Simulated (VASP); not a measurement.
# TiC3 (Pm-3m) in VASP: single point with r2SCAN

Aim: the single point of TiC3 with r2SCAN.

All numbers are computed with VASP 6.6.1; they aren't measurements. Logs are shortened: lines on timing, memory, paths and dates and some standing lists are left out, and cuts for length are marked.

## (1) The cell of the first run

The structure is cubic, space group Pm-3m (No. 221). Conventional cell: a = 3.200 Å, b = 3.200 Å, c = 3.200 Å, α = 90.00°, β = 90.00°, γ = 90.00°. Within 3.0 Å of Ti (site symmetry m-3m) lie 12 C at 2.26 Å. C (site symmetry 4/mmm) has 4 Ti at 2.26 Å and 8 C at 2.26 Å within 3.0 Å.

## (2) Single point, r2SCAN

The input, POSCAR:

```
TiC3
1.0
    3.2001777247      0.0000000000      0.0000000000
    0.0000000000      3.2001777247      0.0000000000
    0.0000000000      0.0000000000      3.2001777247
Ti C
1 3
Direct
    0.0000000000      0.0000000000      0.0000000000
    0.0000000000      0.5000000000      0.5000000000
    0.5000000000      0.0000000000      0.5000000000
    0.5000000000      0.5000000000      0.0000000000
```

The input, INCAR.step1:

```
SYSTEM = TiC3
ALGO = Normal
EDIFF = 1E-5
ENCUT = 1430
GGA = PE
GGA_COMPAT = .FALSE.
ISMEAR = 0
LASPH = .TRUE.
LCHARG = .FALSE.
LREAL = .FALSE.
LWAVE = .TRUE.
NBANDS = 20
NELM = 120
PREC = Accurate
SIGMA = 0.1
```

The input, INCAR.step2:

```
SYSTEM = TiC3
ALGO = Normal
EDIFF = 1E-6
ENCUT = 1430
GGA_COMPAT = .FALSE.
ISIF = 2
ISMEAR = 0
ISTART = 1
LASPH = .TRUE.
LCHARG = .FALSE.
LMIXTAU = .TRUE.
LREAL = .FALSE.
LWAVE = .FALSE.
METAGGA = R2SCAN
NBANDS = 20
NELM = 120
PREC = Accurate
SIGMA = 0.1
```

The input, KPOINTS:

```
k-points
0
G
  6 6 6
  0 0 0
```

Potentials or basis: VASP PAW PBE potentials, release 64 (Ti_sv, C_h).

On the command line:

```bash
> cat potpaw_PBE.64/Ti_sv/POTCAR potpaw_PBE.64/C_h/POTCAR > POTCAR
> cp INCAR.step1 INCAR
> mpirun -np 1 vasp_std > vasp.out
> cp INCAR.step2 INCAR
> mpirun -np 1 vasp_std > vasp.out
```

OUTCAR:

```text
SYSTEM = TiC3
   EDIFF = 1E-6
   ENCUT = 1430
   ISIF = 2
   ISMEAR = 0
   ISTART = 1
   LASPH = .TRUE.
   LREAL = .FALSE.
   METAGGA = R2SCAN
   NELM = 120
   PREC = Accurate

 ion  position               nearest neighbor table
   1  0.000  0.000  0.000-
   2  0.000  0.500  0.500-
   3  0.500  0.000  0.500-
   4  0.500  0.500  0.000-

  LATTYP: Found a simple cubic cell.
 ALAT       =     3.2001777247

  Lattice vectors:

 A1 = (   3.2001777247,   0.0000000000,   0.0000000000)
 A2 = (   0.0000000000,   3.2001777247,   0.0000000000)
 A3 = (   0.0000000000,   0.0000000000,   3.2001777247)

Analysis of symmetry for initial positions (statically):
=====================================================================
 Subroutine PRICEL returns:
 Original cell was already a primitive cell.

 Routine SETGRP: Setting up the symmetry group for a
 simple cubic supercell.

 Subroutine GETGRP returns: Found 48 space group operations
 (whereof 48 operations were pure point group operations)
 out of a pool of 48 trial point group operations.

The static configuration has the point symmetry O_h .

Analysis of symmetry for dynamics (positions and initial velocities):
=====================================================================
 Subroutine PRICEL returns:
 Original cell was already a primitive cell.

 Routine SETGRP: Setting up the symmetry group for a
 simple cubic supercell.

 Subroutine GETGRP returns: Found 48 space group operations
 (whereof 48 operations were pure point group operations)
 out of a pool of 48 trial point group operations.

The dynamic configuration has the point symmetry O_h .

 Subroutine INISYM returns: Found 48 space group operations
 (whereof 48 operations are pure point group operations),
 and found     1 'primitive' translations

----------------------------------------------------------------------------------------

                                     Primitive cell

  volume of cell :      32.7735

  direct lattice vectors                    reciprocal lattice vectors
     3.200177725  0.000000000  0.000000000     0.312482645  0.000000000  0.000000000
     0.000000000  3.200177725  0.000000000     0.000000000  0.312482645  0.000000000
     0.000000000  0.000000000  3.200177725     0.000000000  0.000000000  0.312482645

  length of vectors
     3.200177725  3.200177725  3.200177725     0.312482645  0.312482645  0.312482645

  position of ions in fractional coordinates (direct lattice)
     0.000000000  0.000000000  0.000000000
     0.000000000  0.500000000  0.500000000
     0.500000000  0.000000000  0.500000000
     0.500000000  0.500000000  0.000000000

  ion indices of the primitive-cell ions
   primitive index   ion index
                 1           1
                 2           2
                 3           3
                 4           4

----------------------------------------------------------------------------------------

 KPOINTS: k-points

Automatic generation of k-mesh.
 Grid dimensions read from file:
 generate k-points for:    6    6    6

 Generating k-lattice:

  Cartesian coordinates                     Fractional coordinates (reciprocal lattice)
     0.052080441  0.000000000  0.000000000     0.166666667  0.000000000  0.000000000
     0.000000000  0.052080441  0.000000000     0.000000000  0.166666667  0.000000000
     0.000000000  0.000000000  0.052080441     0.000000000  0.000000000  0.166666667

  Length of vectors
     0.052080441  0.052080441  0.052080441

  Shift w.r.t. Gamma in fractional coordinates (k-lattice)
     0.000000000  0.000000000  0.000000000

 Subroutine IBZKPT returns following result:
 ===========================================

 Found     20 irreducible k-points:

 Following reciprocal coordinates:
            Coordinates               Weight
  0.000000  0.000000  0.000000      1.000000
  0.166667  0.000000  0.000000      6.000000
  0.333333  0.000000  0.000000      6.000000
  0.500000  0.000000  0.000000      3.000000
  0.166667  0.166667  0.000000     12.000000
  0.333333  0.166667  0.000000     24.000000
[... 12 lines left out ...]
  0.500000  0.500000  0.333333      6.000000
  0.500000  0.500000  0.500000      1.000000
   k-points           NKPTS =     20   k-points in BZ     NKDIM =     20   number of bands    NBANDS=     20
   number of dos      NEDOS =    301   number of ions     NIONS =      4
   total plane-waves  NPLWV =  64000
   dimension x,y,z NGX =    40 NGY =   40 NGZ =   40
   dimension x,y,z NGXF=    80 NGYF=   80 NGZF=   80
   ions per type =               1   3
   NGX,Y,Z   is equivalent  to a cutoff of  20.78, 20.78, 20.78 a.u.
   NGXF,Y,Z  is equivalent  to a cutoff of  41.56, 41.56, 41.56 a.u.
 SYSTEM =  TiC3
   PREC   = accura    normal or accurate (medium, high low for compatibility)
   ISTART =      1    job   : 0-new  1-cont  2-samecut
   ICHARG =      0    charge: 1-file 2-atom 10-const
   ISPIN  =      1    spin polarized calculation?
   LNONCOLLINEAR =      F non collinear calculations
   LSORBIT =      F    spin-orbit coupling
   LASPH  =      T    aspherical Exc in radial PAW
   ENCUT  = 1430.0 eV 105.10 Ry   10.25 a.u.   9.87  9.87  9.87*2*pi/ulx,y,z
   NELM   =    120;   NELMIN=  2; NELMDL=  0     # of ELM steps
   EDIFF  = 0.1E-05   stopping-criterion for ELM
   LREAL  =      F    real-space projection
   EDIFFG = 0.1E-04   stopping-criterion for IOM
   NSW    =      0    number of steps for IOM
   IBRION =     -1    ionic relax: 0-MD 1-quasi-New 2-CG
   NFREE  =      0    steps in history (QN), initial steepest desc. (CG)
   ISIF   =      2    stress and relaxation
   ISYM   =      2    0-nonsym 1-usesym 2-fastsym
   POTIM  = 0.5000    time-step for ionic-motion
   TEBEG  =    0.0;   TEEND  =   0.0 temperature during run
   PSTRESS=    0.0 pullay stress
   NELECT =      24.0000    total number of electrons
   NUPDOWN=      -1.0000    fix difference up-down
   EMIN   =  10.00;   EMAX   =-10.00  energy-range for DOS
   EFERMI =   0.00;   METHOD = LEGACY
   ISMEAR =     0;   SIGMA  =   0.10  broadening in eV -4-tet -1-fermi 0-gaus
   EFERMI_NEDOS =   21; number of points for ismear=-14 and -15
   IALGO  =     38    algorithm
   IMIX   =      4    mixing-type and parameters
     AMIX     =   0.40;   BMIX     =  1.00
     AMIX_MAG =   1.60;   BMIX_MAG =  1.00
  volume/ion in A,a.u.               =       8.19        55.29
  Fermi-wavevector in a.u.,A,eV,Ry     =   1.475608  2.788496 29.625604  2.177420
  Thomas-Fermi vector in A             =   2.590237
   LORBIT       =      0    0 simple, 1 ext, 2 COOP (PROOUT), +10 PAW based schemes
   METAGGA = R2SCAN    functional components
   LHFCALC =     F    Hartree Fock is set to
   AEXX    =    0.0000 exact exchange contribution
   IVDW    =     0    specifies the selected vdW correction
   LEPSILON=     F    determine dielectric tensor
   LRPA    =     F    only Hartree local field effects (RPA)
 non-spin polarized calculation
 Gauss-broadening in eV      SIGMA  =   0.10
  energy-cutoff  :     1430.00
  volume of cell :       32.77
 maximum number of plane-waves:      4068
 NGX is ok and might be reduce to    40
   NGX = 19   NGY = 19   NGZ = 19

 number of electron      24.0000000 magnetization

 Free energy of the ion-electron system (eV)
  ---------------------------------------------------
  ext. energy  EPLUGINS =         0.00000000
  ---------------------------------------------------
  free energy    TOTEN  =       -35.06599080 eV

  energy without entropy =      -35.05536663  energy(sigma->0) =      -35.06067871

 E-fermi :  10.8231     XC(G=0): -14.0686

 val. band max:       10.7707290124   @ k =   0.3333   0.1667   0.1667
 cond. band min:      10.8792804230   @ k =   0.5000   0.0000   0.0000
 fundamental gap:      0.1085514107
 Fermi energy:        10.8230641442

 k-point     1 :       0.0000    0.0000    0.0000
  band No.  band energies     occupation
      1     -49.1766      2.00000
      2     -24.3603      2.00000
      3     -24.3603      2.00000
      4     -24.3603      2.00000
      5      -6.9791      2.00000
      6       2.5393      2.00000
[... 12 lines left out ...]
     19      16.1573      0.00000
     20      16.1573      0.00000

 k-point     2 :       0.1667    0.0000    0.0000
  band No.  band energies     occupation
      1     -49.1726      2.00000
      2     -24.4153      2.00000
      3     -24.3538      2.00000
      4     -24.3538      2.00000
      5      -6.5936      2.00000
      6       1.0031      2.00000
[... 12 lines left out ...]
     19      15.4920      0.00000
     20      15.6941      0.00000

 k-point     3 :       0.3333    0.0000    0.0000
  band No.  band energies     occupation
      1     -49.1645      2.00000
      2     -24.5235      2.00000
      3     -24.3407      2.00000
      4     -24.3407      2.00000
      5      -5.5077      2.00000
      6      -1.3363      2.00000
[... 12 lines left out ...]
     19      16.3242      0.00000
     20      16.3660      0.00000

 k-point     4 :       0.5000    0.0000    0.0000
  band No.  band energies     occupation
      1     -49.1605      2.00000
      2     -24.5768      2.00000
      3     -24.3341      2.00000
      4     -24.3341      2.00000
      5      -4.3084      2.00000
      6      -2.9910      2.00000
[... 12 lines left out ...]
     19      16.8562      0.00000
     20      17.2030      0.00000

 k-point     5 :       0.1667    0.1667    0.0000
  band No.  band energies     occupation
      1     -49.1686      2.00000
      2     -24.4111      2.00000
      3     -24.4047      2.00000
      4     -24.3474      2.00000
      5      -6.2232      2.00000
      6       0.9245      2.00000
[... 12 lines left out ...]
     19      15.0594      0.00000
     20      15.8696      0.00000

 k-point     6 :       0.3333    0.1667    0.0000
  band No.  band energies     occupation
      1     -49.1606      2.00000
      2     -24.5146      2.00000
      3     -24.3930      2.00000
      4     -24.3345      2.00000
      5      -5.1831      2.00000
      6      -1.0684      2.00000
[... 12 lines left out ...]
     19      15.5802      0.00000
     20      16.1010      0.00000

 k-point     7 :       0.5000    0.1667    0.0000
  band No.  band energies     occupation
      1     -49.1566      2.00000
      2     -24.5671      2.00000
      3     -24.3856      2.00000
      4     -24.3280      2.00000
      5      -4.0719      2.00000
      6      -2.6284      2.00000
[... 12 lines left out ...]
     19      16.4452      0.00000
     20      16.5552      0.00000
[... 185 lines left out ...]
 k-point    16 :       0.5000    0.5000    0.1667
  band No.  band energies     occupation
      1     -49.1409      2.00000
      2     -24.5292      2.00000
      3     -24.5292      2.00000
      4     -24.3589      2.00000
      5      -2.4151      2.00000
      6      -0.9467      2.00000
[... 12 lines left out ...]
     19      16.5161      0.00000
     20      16.9625      0.00000

 k-point    17 :       0.3333    0.3333    0.3333
  band No.  band energies     occupation
      1     -49.1409      2.00000
      2     -24.4770      2.00000
      3     -24.4694      2.00000
      4     -24.4694      2.00000
      5      -3.1826      2.00000
      6      -0.2437      2.00000
[... 12 lines left out ...]
     19      15.3613      0.00000
     20      17.2274      0.00000

 k-point    18 :       0.5000    0.3333    0.3333
  band No.  band energies     occupation
      1     -49.1370      2.00000
      2     -24.5210      2.00000
      3     -24.4660      2.00000
      4     -24.4613      2.00000
      5      -2.3656      2.00000
      6      -1.0817      2.00000
[... 12 lines left out ...]
     19      16.1555      0.00000
     20      16.6358      0.00000

 k-point    19 :       0.5000    0.5000    0.3333
  band No.  band energies     occupation
      1     -49.1331      2.00000
      2     -24.5122      2.00000
      3     -24.5122      2.00000
      4     -24.4557      2.00000
      5      -1.5353      2.00000
      6      -0.8362      2.00000
[... 12 lines left out ...]
     19      16.1678      0.00000
     20      16.4322      0.00000

 k-point    20 :       0.5000    0.5000    0.5000
  band No.  band energies     occupation
      1     -49.1292      2.00000
      2     -24.5036      2.00000
      3     -24.5036      2.00000
      4     -24.5036      2.00000
      5      -0.7745      2.00000
      6      -0.7745      2.00000
[... 12 lines left out ...]
     19      15.9789      0.00000
     20      16.8209      0.00000

------------------------ aborting loop because EDIFF is reached ----------------------------------------

  FORCE on cell =-STRESS in cart. coord.  units (eV):
  Direction    XX          YY          ZZ          XY          YZ          ZX
  --------------------------------------------------------------------------------------
  -------------------------------------------------------------------------------------
  Total        0.1941734      0.1941734      0.1941734     -0.0000000     -0.0000000     -0.0000000
  in kB        9.4924427      9.4924427      9.4924427     -0.0000000     -0.0000000     -0.0000000
  external PRESSURE =       9.4924427 kB  Pullay stress =       0.0000000 kB

 VOLUME and BASIS-vectors are now :
 -----------------------------------------------------------------------------
  energy-cutoff  :     1430.00
  volume of cell :       32.77
      direct lattice vectors                 reciprocal lattice vectors
     3.200177725  0.000000000  0.000000000     0.312482645  0.000000000  0.000000000
     0.000000000  3.200177725  0.000000000     0.000000000  0.312482645  0.000000000
     0.000000000  0.000000000  3.200177725     0.000000000  0.000000000  0.312482645

 POSITION                                       TOTAL-FORCE (eV/Angst)
 -----------------------------------------------------------------------------------
      0.00000      0.00000      0.00000         0.000000      0.000000      0.000000
      0.00000      1.60009      1.60009         0.000000      0.000000      0.000000
      1.60009      0.00000      1.60009         0.000000      0.000000      0.000000
      1.60009      1.60009      0.00000         0.000000      0.000000      0.000000
 -----------------------------------------------------------------------------------
    total drift:                                0.000000      0.000000     -0.000000

  FREE ENERGIE OF THE ION-ELECTRON SYSTEM (eV)
  ---------------------------------------------------
  free  energy   TOTEN  =       -35.0659907993 eV

  energy  without entropy=      -35.0553666268  energy(sigma->0) =      -35.06067871
```

It took 81 s on 1 thread of Intel Xeon 6975P-C (Granite Rapids), shared host; peak memory 0.29 GiB.

Results:

```yaml
Free_energy: -35.0660 eV
Pressure: 0.9 GPa
Band_gap_on_the_k_mesh: zero (bands 12 and 13 overlap by 3.36 eV)
```

Caveat: the PAW data sets were made with another functional, which shifts forces and pressure a little.

The gap in the log of VASP goes by the Fermi energy; the results here count the filled bands.